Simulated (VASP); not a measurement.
Write the native input for VASP 6.6.1 that does the following.

| Property | Result |
| --- | --- |
| Task | single point |
| Functional | PBE |
| Dispersion | D3(BJ) |
| Potentials or basis | VASP PAW PBE potentials, release 64 (Al, Ti_sv, H) |
| Cutoff | 520 eV |
| k mesh | 6 × 6 × 1 |
| Occupations | gaussian, width 0.1 eV |
| Spin | no spin polarisation |
| Dipole correction | yes |
| Further INCAR settings | ALGO = Normal; EDIFF = 1e-06; NBANDS = 32 |

The structure of Ti2Al6H lies in POSCAR:

```
Ti2Al6H
1.0
    5.0241861190      0.0000000000      0.0000000000
    2.1588814530      4.5367033218      0.0000000000
    0.0000000000      0.0000000000     21.2187109014
Al Ti H
6 2 1
Direct
    0.5000000000      0.0000000000      0.1885128658
    0.0000000000      0.5000000000      0.1885128658
    0.0000000000      0.0000000000      0.2517328341
    0.0000000000      0.5000000000      0.3193548961
    0.5000000000      0.0000000000      0.3193548961
    0.5000000000      0.5000000000      0.3826203646
    0.5000000000      0.5000000000      0.2517328341
    0.0000000000      0.0000000000      0.3797002555
    0.8333333333      0.8333333333      0.4863024408
```

The input as run:

INCAR

```
SYSTEM = Ti2Al6H
ALGO = Normal
DIPOL = 0.5 0.5 0.308
EDIFF = 1E-6
ENCUT = 520
GGA = PE
IDIPOL = 3
ISIF = 2
ISMEAR = 0
IVDW = 12
LASPH = .True.
LCHARG = .True.
LDIPOL = .True.
LELF = .True.
LREAL = .False.
LVACPOTAV = .True.
LVHAR = .True.
LWAVE = .False.
NBANDS = 32
NELM = 60
PREC = Accurate
SIGMA = 0.1
```

KPOINTS

```
k-points
0
Gamma
  6 6 1
  0 0 0
```

Potentials or basis: VASP PAW PBE potentials, release 64 (Al, Ti_sv, H).

Command:

```sh
$ cat potpaw_PBE.64/Al/POTCAR potpaw_PBE.64/Ti_sv/POTCAR potpaw_PBE.64/H/POTCAR > POTCAR
$ mpirun -np 1 vasp_std > vasp.out
```

It gave:

* Largest force: 1.589 eV/Å
* Band gap on the k mesh: zero (an odd number of electrons rules out a gap without spin polarisation)
* Dispersion energy per atom: -0.228 eV

It took 14 min on 1 thread of Intel Xeon 8259CL, on a shared host, peak memory 0.63 GiB.
